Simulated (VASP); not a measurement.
Here is a VASP 6.6.1 calculation.

The input INCAR:

```
SYSTEM = Ir
PREC = Accurate ; ENCUT = 500
EDIFF = 1E-6 ; ISMEAR = -1
SIGMA = 0.1 ; LREAL = .FALSE.
LASPH = .TRUE. ; NELM = 120
ALGO = Normal ; ISIF = 2
LWAVE = .FALSE. ; LCHARG = .TRUE.
GGA = PE ; LELF = .TRUE.
LVHAR = .TRUE. ; NBANDS = 10
GGA_COMPAT = .FALSE.
```

The input KPOINTS:

```
Automatic mesh
0
G
  15 15 15
  0 0 0
```

The input POSCAR:

```
Ir
1.0
   -0.0095780000      1.9156000000      1.9156000000
    1.9156000000     -0.0095780000      1.9156000000
    1.9060220000      1.9060220000      0.0000000000
Ir
1
Direct
    0.0000000000      0.0000000000      0.0000000000
```

Potentials or basis: VASP PAW PBE potentials, release 64 (Ir).

The run is started by

```bash
$ cat potpaw_PBE.64/Ir/POTCAR > POTCAR
$ mpirun -np 1 vasp_std > vasp.out
```

Task: Predict the band gap on the k mesh.

Result: Zero (an odd number of electrons rules out a gap without spin polarisation).

Task: Predict the pressure.

Result: 12.3 GPa.

Stress tensor (GPa, compression positive):
```
12.35  2.95  0.00
 2.95 12.35  0.00
 0.00  0.00 12.26
```

Caveat: the cell stands under pressure; spin-orbit coupling is left out, which moves the levels of the heavy elements.
